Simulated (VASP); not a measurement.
A run of VASP 6.6.1 is set up as follows.

File INCAR:

```
PREC     = Accurate       # precision mode
ENCUT    = 600            # plane-wave cutoff, eV
EDIFF    = 1E-6           # SCF threshold, eV
ISMEAR   = -1             # smearing method
SIGMA    = 0.08           # smearing width, eV
LREAL    = False          # projectors in reciprocal space
LASPH    = True           # aspherical terms in the spheres
NELM     = 120            # most SCF steps
ALGO     = Normal         # electronic algorithm
ISIF     = 2              # what is computed and relaxed
LWAVE    = False          # write WAVECAR
LCHARG   = False          # write CHGCAR
GGA      = PE             # functional
NBANDS   = 11             # bands
GGA_COMPAT= False
```

File KPOINTS:

```
Automatic mesh
0
Gamma
  14 14 14
```

POSCAR

```
SiC
1.0
    2.3668655125      0.0000000000      0.0000000000
    0.0000000000      2.3668655125      0.0000000000
    0.0000000000      0.0000000000      2.3668655125
Si C
1 1
Direct
    0.0000000000      0.0000000000      0.0000000000
    0.5000000000      0.5000000000      0.5000000000
```

Potentials or basis: VASP PAW PBE potentials, release 64 (Si, C).

The run is started by

```bash
$ cat potpaw_PBE.64/Si/POTCAR potpaw_PBE.64/C/POTCAR > POTCAR
$ mpirun -np 1 vasp_std > vasp.out
```

Question: Estimate the band gap on the k mesh.

Answer: Zero (bands 4 and 5 overlap by 4.52 eV).

Question: Predict the pressure.

Answer: 116.0 GPa.

Caveat: the cell stands under pressure.
